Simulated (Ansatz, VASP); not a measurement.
**BN in VASP and in Ansatz**

File INCAR:

```
SYSTEM = BN
  PREC = Accurate
  ENCUT = 600
  EDIFF = 1E-6
  ISMEAR = 0
  SIGMA = 0.05
  LREAL = .FALSE.
  LASPH = .TRUE.
  NELM = 120
  ALGO = Normal
  ISIF = 2
  LWAVE = .FALSE.
  LCHARG = .FALSE.
  GGA = PE
  NBANDS = 11
  GGA_COMPAT = .FALSE.
```

KPOINTS

```
regular mesh
0
G
  12 12 12
  0 0 0
```

The input POSCAR:

```
BN
1.0
    0.0000000000      1.6673606323      1.8123485134
    1.6673606323      0.0000000000      1.8123485134
    1.6673606323      1.6673606323      0.0000000000
B N
1 1
Direct
    0.0000000000      0.0000000000      0.0000000000
    0.7500000000      0.7500000000      0.7500000000
```

Input for Ansatz:

```yaml
crystal:
  lattice:
    - [0.0, 1.6673606323, 1.8123485134]
    - [1.6673606323, 0.0, 1.8123485134]
    - [1.6673606323, 1.6673606323, 0.0]
  atoms:
    - { symbol: B, position: [0.0, 0.0, 0.0] }
    - { symbol: "N", position: [0.75, 0.75, 0.75] }
basis:
  ecutwfc: 420
kpoints:
  mp_grid: { grid: [12, 12, 12] }
hamiltonian:
  xc: pbe
scf:
  occupations: { method: gaussian, width: 0.05 }
output:
  forces: true
  stress: true
  eigenvalues: true
```

Change from the starting cell: strain -0.080 along x and y, +0.000 along z, atoms carried along.

Alike in both runs: task single point; functional PBE; k mesh 12 × 12 × 12; occupations gaussian, width 0.05 eV; no spin polarisation.

```csv
,VASP,Ansatz
version,VASP 6.6.1,Ansatz 0.2.0
potentials or method,"VASP PAW PBE potentials, release 64 (B, N), cutoff 600 eV","scalar-relativistic, plane waves, PAW"
valence electrons in the cell,8,8
```

```tsv
	VASP	Ansatz	Ansatz less VASP
gap on the k mesh at the Fermi level (eV)	3.75	3.76	+0.019
least direct gap on the mesh (eV)	9.09	9.11	+0.018
pressure (GPa)	84.2	83.7	-0.48
traceless stress, the component that is largest in VASP (GPa)	-44.49	-44.49	+0.001
```

Both programs put the cell under a high pressure, so it lies far from rest at this level.

Noted on VASP's run: the cell as given lies far from equilibrium.
